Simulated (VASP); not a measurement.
# Mg (R-3m) in VASP: single point with r2SCAN

Aim: the single point of Mg with r2SCAN.

Everything below comes from runs of VASP 6.6.1. Logs are shortened: lines on timing, memory, paths and dates and some standing lists are left out, and cuts for length are marked.

**1. The cell of the first run**

Symmetry: R-3m, No. 166, trigonal system. The conventional cell has a = 3.188 Å, b = 3.188 Å, c = 23.126 Å, α = 90.00°, β = 90.00°, γ = 120.00°. Mg (site symmetry -3m) has 12 Mg at 3.16 to 3.19 Å within 4.2 Å. Within 4.1 Å of Mg (site symmetry 3m) lie 12 Mg at 3.15 to 3.19 Å.

**2. Single point, r2SCAN**

Contents of POSCAR:

```
Mg
1.0
    1.5938640631      0.9202178459      7.7085464394
   -1.5938640631      0.9202178459      7.7085464394
    0.0000000000     -1.8404356918      7.7085464394
Mg
3
Direct
    0.0000000000      0.0000000000      0.0000000000
    0.2220250182      0.2220250182      0.2220250182
    0.7779749818      0.7779749818      0.7779749818
```

Contents of INCAR.step1:

```
SYSTEM = Mg
  PREC = Accurate
  ENCUT = 520
  ISMEAR = 0
  SIGMA = 0.1
  LREAL = .False.
  LASPH = .True.
  NELM = 100
  NBANDS = 10
  GGA = PE
  ALGO = Normal
  EDIFF = 1E-4
  LWAVE = .True.
  LCHARG = .False.
```

Contents of INCAR.step2:

```
SYSTEM = Mg
  PREC = Accurate
  ENCUT = 520
  EDIFF = 1E-7
  ISMEAR = 0
  SIGMA = 0.1
  LREAL = .False.
  LASPH = .True.
  NELM = 100
  ALGO = Normal
  ISIF = 2
  LWAVE = .False.
  LCHARG = .False.
  METAGGA = R2SCAN
  LMIXTAU = .True.
  NBANDS = 10
  ISTART = 1
```

Contents of KPOINTS:

```
regular mesh
0
Gamma
  15 15 15
  0 0 0
```

Potentials or basis: VASP PAW PBE potentials, release 64 (Mg).

The run is started by

```bash
$ cat potpaw_PBE.64/Mg/POTCAR > POTCAR
$ cp INCAR.step1 INCAR
$ mpirun -np 1 vasp_std > vasp.out
$ cp INCAR.step2 INCAR
$ mpirun -np 1 vasp_std > vasp.out
```

OUTCAR:

```text
SYSTEM = Mg
   PREC = Accurate
   ENCUT = 520
   EDIFF = 1E-7
   ISMEAR = 0
   LREAL = .False.
   LASPH = .True.
   NELM = 100
   ISIF = 2
   METAGGA = R2SCAN
   ISTART = 1

 ion  position               nearest neighbor table
   1  0.000  0.000  0.000-   3 3.16   3 3.16   2 3.16   2 3.16   3 3.16   2 3.16
   2  0.222  0.222  0.222-   3 3.15   3 3.15   3 3.15   1 3.16   1 3.16   1 3.16
   3  0.778  0.778  0.778-   2 3.15   2 3.15   2 3.15   1 3.16   1 3.16   1 3.16

  LATTYP: Found a trigonal (rhomboedric) cell.
 ALAT       =     7.9252061010
 COS(alpha) =     0.9191069105

  Lattice vectors:

 A1 = (   1.5938640631,   0.9202178459,   7.7085464394)
 A2 = (  -1.5938640631,   0.9202178459,   7.7085464394)
 A3 = (   0.0000000000,  -1.8404356918,   7.7085464394)

Analysis of symmetry for initial positions (statically):
=====================================================================
 Subroutine PRICEL returns:
 Original cell was already a primitive cell.

 Routine SETGRP: Setting up the symmetry group for a
 trigonal (rhombohedral) supercell.

 Subroutine GETGRP returns: Found 12 space group operations
 (whereof 12 operations were pure point group operations)
 out of a pool of 12 trial point group operations.

The static configuration has the point symmetry D_3d.

Analysis of symmetry for dynamics (positions and initial velocities):
=====================================================================
 Subroutine PRICEL returns:
 Original cell was already a primitive cell.

 Routine SETGRP: Setting up the symmetry group for a
 trigonal (rhombohedral) supercell.

 Subroutine GETGRP returns: Found 12 space group operations
 (whereof 12 operations were pure point group operations)
 out of a pool of 12 trial point group operations.

The dynamic configuration has the point symmetry D_3d.

 Subroutine INISYM returns: Found 12 space group operations
 (whereof 12 operations are pure point group operations),
 and found     1 'primitive' translations

----------------------------------------------------------------------------------------

                                     Primitive cell

  volume of cell :      67.8369

  direct lattice vectors                    reciprocal lattice vectors
     1.593864063  0.920217846  7.708546439     0.313703039  0.181116534  0.043242048
    -1.593864063  0.920217846  7.708546439    -0.313703039  0.181116534  0.043242048
     0.000000000 -1.840435692  7.708546439     0.000000000 -0.362233068  0.043242048

  length of vectors
     7.925206101  7.925206101  7.925206101     0.364804975  0.364804975  0.364804975

  position of ions in fractional coordinates (direct lattice)
     0.000000000  0.000000000  0.000000000
     0.222025018  0.222025018  0.222025018
     0.777974982  0.777974982  0.777974982

  ion indices of the primitive-cell ions
   primitive index   ion index
                 1           1
                 2           2
                 3           3

----------------------------------------------------------------------------------------

 KPOINTS: regular mesh

Automatic generation of k-mesh.
 Grid dimensions read from file:
 generate k-points for:   15   15   15

 Generating k-lattice:

  Cartesian coordinates                     Fractional coordinates (reciprocal lattice)
     0.020913536  0.012074436  0.002882803     0.066666667  0.000000000  0.000000000
    -0.020913536  0.012074436  0.002882803     0.000000000  0.066666667  0.000000000
     0.000000000 -0.024148871  0.002882803     0.000000000  0.000000000  0.066666667

  Length of vectors
     0.024320332  0.024320332  0.024320332

  Shift w.r.t. Gamma in fractional coordinates (k-lattice)
     0.000000000  0.000000000  0.000000000

 Subroutine IBZKPT returns following result:
 ===========================================

 Found    344 irreducible k-points:

 Following reciprocal coordinates:
            Coordinates               Weight
  0.000000  0.000000  0.000000      1.000000
  0.066667 -0.000000  0.000000      6.000000
  0.133333 -0.000000  0.000000      6.000000
  0.200000 -0.000000  0.000000      6.000000
  0.266667 -0.000000  0.000000      6.000000
  0.333333 -0.000000  0.000000      6.000000
[... 16 lines left out ...]
  0.133333  0.133333  0.000000      6.000000
  0.200000  0.133333  0.000000     12.000000
 [... further k-points ...]
   k-points           NKPTS =    344   k-points in BZ     NKDIM =    344   number of bands    NBANDS=     10
   number of dos      NEDOS =    301   number of ions     NIONS =      3
   total plane-waves  NPLWV = 216000
   dimension x,y,z NGX =    60 NGY =   60 NGZ =   60
   dimension x,y,z NGXF=   120 NGYF=  120 NGZF=  120
   ions per type =               3
   NGX,Y,Z   is equivalent  to a cutoff of  12.59, 12.59, 12.59 a.u.
   NGXF,Y,Z  is equivalent  to a cutoff of  25.17, 25.17, 25.17 a.u.
 SYSTEM =  Mg
   PREC   = accura    normal or accurate (medium, high low for compatibility)
   ISTART =      1    job   : 0-new  1-cont  2-samecut
   ICHARG =      0    charge: 1-file 2-atom 10-const
   ISPIN  =      1    spin polarized calculation?
   LNONCOLLINEAR =      F non collinear calculations
   LSORBIT =      F    spin-orbit coupling
   LASPH  =      T    aspherical Exc in radial PAW
   ENCUT  =  520.0 eV  38.22 Ry    6.18 a.u.  14.74 14.74 14.74*2*pi/ulx,y,z
   NELM   =    100;   NELMIN=  2; NELMDL=  0     # of ELM steps
   EDIFF  = 0.1E-06   stopping-criterion for ELM
   LREAL  =      F    real-space projection
   EDIFFG = 0.1E-05   stopping-criterion for IOM
   NSW    =      0    number of steps for IOM
   IBRION =     -1    ionic relax: 0-MD 1-quasi-New 2-CG
   NFREE  =      0    steps in history (QN), initial steepest desc. (CG)
   ISIF   =      2    stress and relaxation
   ISYM   =      2    0-nonsym 1-usesym 2-fastsym
   POTIM  = 0.5000    time-step for ionic-motion
   TEBEG  =    0.0;   TEEND  =   0.0 temperature during run
   PSTRESS=    0.0 pullay stress
   NELECT =       6.0000    total number of electrons
   NUPDOWN=      -1.0000    fix difference up-down
   EMIN   =  10.00;   EMAX   =-10.00  energy-range for DOS
   EFERMI =   0.00;   METHOD = LEGACY
   ISMEAR =     0;   SIGMA  =   0.10  broadening in eV -4-tet -1-fermi 0-gaus
   EFERMI_NEDOS =   21; number of points for ismear=-14 and -15
   IALGO  =     38    algorithm
   IMIX   =      4    mixing-type and parameters
     AMIX     =   0.40;   BMIX     =  1.00
     AMIX_MAG =   1.60;   BMIX_MAG =  1.00
  volume/ion in A,a.u.               =      22.61       152.60
  Fermi-wavevector in a.u.,A,eV,Ry     =   0.729407  1.378380  7.238773  0.532035
  Thomas-Fermi vector in A             =   1.821121
   LORBIT       =      0    0 simple, 1 ext, 2 COOP (PROOUT), +10 PAW based schemes
   METAGGA = R2SCAN    functional components
   LHFCALC =     F    Hartree Fock is set to
   AEXX    =    0.0000 exact exchange contribution
   IVDW    =     0    specifies the selected vdW correction
   LEPSILON=     F    determine dielectric tensor
   LRPA    =     F    only Hartree local field effects (RPA)
 non-spin polarized calculation
 Gauss-broadening in eV      SIGMA  =   0.10
  energy-cutoff  :      520.00
  volume of cell :       67.84
 maximum number of plane-waves:      1845
   NGX = 29   NGY = 29   NGZ = 29

 number of electron       6.0000000 magnetization

 Free energy of the ion-electron system (eV)
  ---------------------------------------------------
  ext. energy  EPLUGINS =         0.00000000
  ---------------------------------------------------
  free energy    TOTEN  =       -12.43571051 eV

  energy without entropy =      -12.43040233  energy(sigma->0) =      -12.43305642

 E-fermi :   2.7028     XC(G=0):  -9.0889

 val. band max:        2.6987941801   @ k =  -0.2667  -0.4667   0.0667
 cond. band min:       2.7029285554   @ k =  -0.4000   0.4000   0.2000
 fundamental gap:      0.0041343753
 Fermi energy:         2.7028168033

 k-point     1 :       0.0000    0.0000    0.0000
  band No.  band energies     occupation
      1      -4.7315      2.00000
      2      -2.0687      2.00000
      3      -2.0597      2.00000
      4       5.6623      0.00000
      5       5.6661      0.00000
      6      14.6537      0.00000
      7      14.6537      0.00000
      8      14.8290      0.00000
      9      14.8290      0.00000
     10      15.0364      0.00000

 k-point     2 :       0.0667   -0.0000    0.0000
  band No.  band energies     occupation
      1      -4.6364      2.00000
      2      -2.0886      2.00000
      3      -1.8552      2.00000
      4       5.5253      0.00000
      5       5.9655      0.00000
      6      12.7994      0.00000
      7      13.5748      0.00000
      8      13.7045      0.00000
      9      14.3198      0.00000
     10      14.5197      0.00000

 k-point     3 :       0.1333   -0.0000    0.0000
  band No.  band energies     occupation
      1      -4.3518      2.00000
      2      -1.9281      2.00000
      3      -1.4630      2.00000
      4       5.5449      0.00000
      5       6.4215      0.00000
      6      10.6056      0.00000
      7      11.5390      0.00000
      8      12.8101      0.00000
      9      13.3101      0.00000
     10      13.3659      0.00000
[... 248 lines left out ...]
 k-point    23 :       0.1333    0.1333    0.0000
  band No.  band energies     occupation
      1      -4.3359      2.00000
      2      -2.1461      2.00000
      3      -1.2163      2.00000
      4       5.1264      0.00000
      5       6.8581      0.00000
      6      10.8251      0.00000
      7      11.1768      0.00000
      8      12.6259      0.00000
      9      13.3586      0.00000
     10      13.7783      0.00000

 k-point    24 :       0.2000    0.1333    0.0000
  band No.  band energies     occupation
      1      -4.0442      2.00000
      2      -1.9778      2.00000
      3      -0.8197      2.00000
      4       5.1557      0.00000
      5       7.2753      0.00000
      6       9.8502      0.00000
      7      10.0879      0.00000
      8      10.8242      0.00000
      9      12.3321      0.00000
     10      13.8003      0.00000

 [... further k-points ...]

------------------------ aborting loop because EDIFF is reached ----------------------------------------

  FORCE on cell =-STRESS in cart. coord.  units (eV):
  Direction    XX          YY          ZZ          XY          YZ          ZX
  --------------------------------------------------------------------------------------
  -------------------------------------------------------------------------------------
  Total       -0.1130217     -0.1130217     -0.1100250      0.0000000      0.0000000      0.0000000
  in kB       -2.6693581     -2.6693581     -2.5985822      0.0000000      0.0000000      0.0000000
  external PRESSURE =      -2.6457661 kB  Pullay stress =       0.0000000 kB

 VOLUME and BASIS-vectors are now :
 -----------------------------------------------------------------------------
  energy-cutoff  :      520.00
  volume of cell :       67.84
      direct lattice vectors                 reciprocal lattice vectors
     1.593864063  0.920217846  7.708546439     0.313703039  0.181116534  0.043242048
    -1.593864063  0.920217846  7.708546439    -0.313703039  0.181116534  0.043242048
     0.000000000 -1.840435692  7.708546439     0.000000000 -0.362233068  0.043242048

 POSITION                                       TOTAL-FORCE (eV/Angst)
 -----------------------------------------------------------------------------------
      0.00000      0.00000      0.00000        -0.000000     -0.000000     -0.000000
      0.00000      0.00000      5.13447         0.000000      0.000000     -0.001623
      0.00000      0.00000     17.99117         0.000000      0.000000      0.001623
 -----------------------------------------------------------------------------------
    total drift:                                0.000000      0.000000     -0.000000

  FREE ENERGIE OF THE ION-ELECTRON SYSTEM (eV)
  ---------------------------------------------------
  free  energy   TOTEN  =       -12.4357105102 eV

  energy  without entropy=      -12.4304023286  energy(sigma->0) =      -12.43305642
```

Wall time 24 min (1 thread of Intel Xeon 6975P-C (Granite Rapids), shared host); peak memory 0.69 GiB.

Results:

- Free energy: -12.4357 eV
- Pressure: -0.3 GPa
- Band gap on the k mesh: zero (bands 3 and 4 overlap by 2.03 eV)

Levels at points of the mesh, in eV from the Fermi level:
| k point | band 1 | band 2 | band 3 | band 4 | band 5 | band 6 | band 7 |
| --- | --- | --- | --- | --- | --- | --- | --- |
| (0.00, 0.00, 0.00) | -7.43 | -4.77 | -4.76 | 2.96 | 2.96 | 11.95 | 11.95 |

Caveat: the PAW data sets were made with another functional, which shifts forces and pressure a little.
